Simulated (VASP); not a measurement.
# ZrSe2 in VASP: single point with PBE+D3(BJ)

Aim: the single point of ZrSe2 with PBE+D3(BJ).

Program: VASP 6.6.1. These are calculated values, not measurements. Logs are shortened: lines on timing, memory, paths and dates and some standing lists are left out, and cuts for length are marked.

## 1. The cell of the first run

The cell holds a slab with vacuum, 12 atoms: a = 3.741 Å, b = 3.741 Å, c = 68.611 Å, α = 90.00°, β = 90.00°, γ = 120.00°.

## 2. Single point, PBE+D3(BJ)

INCAR reads:

```
SYSTEM = ZrSe2
ALGO = Normal
DIPOL = 0.5 0.5 0.500
EDIFF = 1E-6
ENCUT = 400
GGA = PE
GGA_COMPAT = .FALSE.
IDIPOL = 3
ISIF = 2
ISMEAR = 0
IVDW = 12
LASPH = .TRUE.
LCHARG = .TRUE.
LDIPOL = .TRUE.
LELF = .TRUE.
LREAL = .FALSE.
LVACPOTAV = .TRUE.
LVHAR = .TRUE.
LWAVE = .FALSE.
NBANDS = 60
NELM = 120
NELMDL = -8
PREC = Accurate
SIGMA = 0.01
```

KPOINTS reads:

```
k-points
0
G
  12 12 1
  0 0 0
```

POSCAR reads:

```
ZrSe2
1.0
    3.7409588451      0.0000000000      0.0000000000
   -1.8704794226      3.2397653944      0.0000000000
    0.0000000000      0.0000000000     68.6109370448
Se Zr
8 4
Direct
    0.6666666667      0.3333333333      0.3445675538
    0.3333333333      0.6666666667      0.3911552100
    0.6666666667      0.3333333333      0.4327435577
    0.3333333333      0.6666666667      0.4792667668
    0.6666666667      0.3333333333      0.5207332332
    0.3333333333      0.6666666667      0.5672564423
    0.6666666667      0.3333333333      0.6088447900
    0.3333333333      0.6666666667      0.6554324462
    0.0000000000      0.0000000000      0.3678906060
    0.0000000000      0.0000000000      0.4560060887
    0.0000000000      0.0000000000      0.5439939113
    0.0000000000      0.0000000000      0.6321093940
```

Potentials or basis: VASP PAW PBE potentials, release 64 (Se, Zr_sv).

On the command line:

```bash
cat potpaw_PBE.64/Se/POTCAR potpaw_PBE.64/Zr_sv/POTCAR > POTCAR
mpirun -np 1 vasp_std > vasp.out
```

OUTCAR:

```text
SYSTEM = ZrSe2
   EDIFF = 1E-6
   ENCUT = 400
   GGA = PE
   ISIF = 2
   ISMEAR = 0
   IVDW = 12
   LASPH = .TRUE.
   LREAL = .FALSE.
   NELM = 120
   NELMDL = -8
   PREC = Accurate
 IVDW          = 12

 ion  position               nearest neighbor table
   1  0.667  0.333  0.345-   9 2.69   9 2.69   9 2.69
   2  0.333  0.667  0.391-   9 2.69   9 2.69   9 2.69
   3  0.667  0.333  0.433-  10 2.69  10 2.69  10 2.69
   4  0.333  0.667  0.479-  10 2.69  10 2.69  10 2.69
   5  0.667  0.333  0.521-  11 2.69  11 2.69  11 2.69
   6  0.333  0.667  0.567-  11 2.69  11 2.69  11 2.69
   7  0.667  0.333  0.609-  12 2.69  12 2.69  12 2.69
   8  0.333  0.667  0.655-  12 2.69  12 2.69  12 2.69
   9  0.000  0.000  0.368-   2 2.69   2 2.69   2 2.69   1 2.69   1 2.69   1 2.69
  10  0.000  0.000  0.456-   4 2.69   4 2.69   4 2.69   3 2.69   3 2.69   3 2.69
  11  0.000  0.000  0.544-   5 2.69   5 2.69   5 2.69   6 2.69   6 2.69   6 2.69
  12  0.000  0.000  0.632-   7 2.69   7 2.69   7 2.69   8 2.69   8 2.69   8 2.69

  LATTYP: Found a hexagonal cell.
 ALAT       =     3.7409588451
 C/A-ratio  =    18.3404682825

  Lattice vectors:

 A1 = (   3.7409588451,   0.0000000000,   0.0000000000)
 A2 = (  -1.8704794226,   3.2397653944,   0.0000000000)
 A3 = (   0.0000000000,   0.0000000000,  68.6109370448)

Analysis of symmetry for initial positions (statically):
=====================================================================
 Subroutine PRICEL returns:
 Original cell was already a primitive cell.

 Routine SETGRP: Setting up the symmetry group for a
 hexagonal supercell.

 Subroutine GETGRP returns: Found 12 space group operations
 (whereof 12 operations were pure point group operations)
 out of a pool of 24 trial point group operations.

The static configuration has the point symmetry D_3d.

Analysis of symmetry for dynamics (positions and initial velocities):
=====================================================================
 Subroutine PRICEL returns:
 Original cell was already a primitive cell.

 Routine SETGRP: Setting up the symmetry group for a
 hexagonal supercell.

 Subroutine GETGRP returns: Found 12 space group operations
 (whereof 12 operations were pure point group operations)
 out of a pool of 24 trial point group operations.

The dynamic configuration has the point symmetry D_3d.

[... 128 lines left out ...]
   EFERMI_NEDOS =   21; number of points for ismear=-14 and -15
   IALGO  =     38    algorithm
   IMIX   =      4    mixing-type and parameters
     AMIX     =   0.40;   BMIX     =  1.00
     AMIX_MAG =   1.60;   BMIX_MAG =  1.00
  volume/ion in A,a.u.               =      69.30       467.63
  Fermi-wavevector in a.u.,A,eV,Ry     =   0.797141  1.506379  8.645607  0.635434
  Thomas-Fermi vector in A             =   1.903801
   LORBIT       =      0    0 simple, 1 ext, 2 COOP (PROOUT), +10 PAW based schemes
   GGA     = PE    functional components
   LHFCALC =     F    Hartree Fock is set to
   AEXX    =    0.0000 exact exchange contribution
   IVDW    =    12    specifies the selected vdW correction
   LEPSILON=     F    determine dielectric tensor
   LRPA    =     F    only Hartree local field effects (RPA)
 non-spin polarized calculation
 Gauss-broadening in eV      SIGMA  =   0.01
  energy-cutoff  :      400.00
  volume of cell :      831.55
 maximum number of plane-waves:     15276
   NGX = 13   NGY = 13   NGZ =223

 dipolmoment           0.000000      0.000000     -0.000000 electrons x Angstroem

 number of electron      96.0000006 magnetization

 dipolmoment           0.000000      0.000000      0.000000 electrons x Angstroem

 Free energy of the ion-electron system (eV)
  ---------------------------------------------------
  ext. energy  EPLUGINS =         0.00000000
  ---------------------------------------------------
  free energy    TOTEN  =       -78.18397903 eV

  energy without entropy =      -78.18397903  energy(sigma->0) =      -78.18397903

 E-fermi :  -1.6969     XC(G=0):  -3.6226

 val. band max:       -1.8383881413   @ k =   0.0000   0.0000   0.0000
 cond. band min:      -1.6471403826   @ k =   0.5000  -0.0000   0.0000
 fundamental gap:      0.1912477587
 Fermi energy:        -1.6968633459

 k-point     1 :       0.0000    0.0000    0.0000
  band No.  band energies     occupation
      1     -51.3011      2.00000
      2     -51.3011      2.00000
      3     -51.2969      2.00000
      4     -51.2969      2.00000
      5     -29.3592      2.00000
      6     -29.3590      2.00000
[... 1186 lines left out ...]
     59       0.7382      0.00000
     60       0.7382      0.00000

------------------------ aborting loop because EDIFF is reached ----------------------------------------

 vacuum level on the upper side and lower side of the slab       (xc-potential included)        -0.119        -0.119

 Edisp (eV)   -4.44048

 E8    (eV) :    -2.0320

  FORCE on cell =-STRESS in cart. coord.  units (eV):
  Direction    XX          YY          ZZ          XY          YZ          ZX
  --------------------------------------------------------------------------------------
  -------------------------------------------------------------------------------------
  Total       0.05718     0.05718     0.07512    -0.00000    -0.00000     0.00000
  in kB       0.11016     0.11016     0.14473    -0.00000    -0.00000     0.00000
  external pressure =        0.12 kB  Pullay stress =        0.00 kB

 VOLUME and BASIS-vectors are now :
 -----------------------------------------------------------------------------
  energy-cutoff  :      400.00
  volume of cell :      831.55
      direct lattice vectors                 reciprocal lattice vectors
     3.740958845  0.000000000  0.000000000     0.267311147  0.154332163  0.000000000
    -1.870479423  3.239765394  0.000000000     0.000000000  0.308664325  0.000000000
     0.000000000  0.000000000 68.610937045     0.000000000  0.000000000  0.014574936

 POSITION                                       TOTAL-FORCE (eV/Angst)
 -----------------------------------------------------------------------------------
      1.87048      1.07992     23.64110        -0.000000     -0.000000     -0.019813
     -0.00000      2.15984     26.83753         0.000000     -0.000000      0.019371
      1.87048      1.07992     29.69094        -0.000000      0.000000     -0.019802
     -0.00000      2.15984     32.88294        -0.000000      0.000000      0.019584
      1.87048      1.07992     35.72800         0.000000      0.000000     -0.019584
     -0.00000      2.15984     38.92000        -0.000000     -0.000000      0.019802
      1.87048      1.07992     41.77341         0.000000      0.000000     -0.019371
     -0.00000      2.15984     44.96983        -0.000000      0.000000      0.019813
      0.00000      0.00000     25.24132         0.000000      0.000000     -0.000086
      0.00000      0.00000     31.28701        -0.000000      0.000000      0.000247
      0.00000      0.00000     37.32393         0.000000     -0.000000     -0.000247
      0.00000      0.00000     43.36962         0.000000     -0.000000      0.000086
 -----------------------------------------------------------------------------------
    total drift:                               -0.000000      0.000000     -0.000000

  FREE ENERGIE OF THE ION-ELECTRON SYSTEM (eV)
  ---------------------------------------------------
  free  energy   TOTEN  =       -82.6244544425 eV

  energy  without entropy=      -82.6244544425  energy(sigma->0) =      -82.62445444

 vacuum level on the upper side and lower side of the slab         3.638         3.638
```

Wall time 18 min (1 thread of Intel Xeon Platinum 8488C (Sapphire Rapids), shared host); peak memory 0.86 GiB.

Results:

* Free energy: -82.6245 eV
* Largest force: 0.020 eV/Å
* Band gap on the k mesh: 0.19 eV (least direct gap 1.02 eV)
* Dispersion energy per atom: -0.370 eV
* Ionisation potential of the upper face: 5.48 eV

Forces on the atoms (eV/Å):
```
Se   0.000  0.000 -0.020
Se   0.000  0.000  0.019
Se   0.000  0.000 -0.020
Se   0.000  0.000  0.020
Se   0.000  0.000 -0.020
Se   0.000  0.000  0.020
Se   0.000  0.000 -0.019
Se   0.000  0.000  0.020
Zr   0.000  0.000  0.000
Zr   0.000  0.000  0.000
Zr   0.000  0.000  0.000
Zr   0.000  0.000  0.000
```

Caveat: semilocal functionals underestimate gaps, and a narrow one can read as zero.
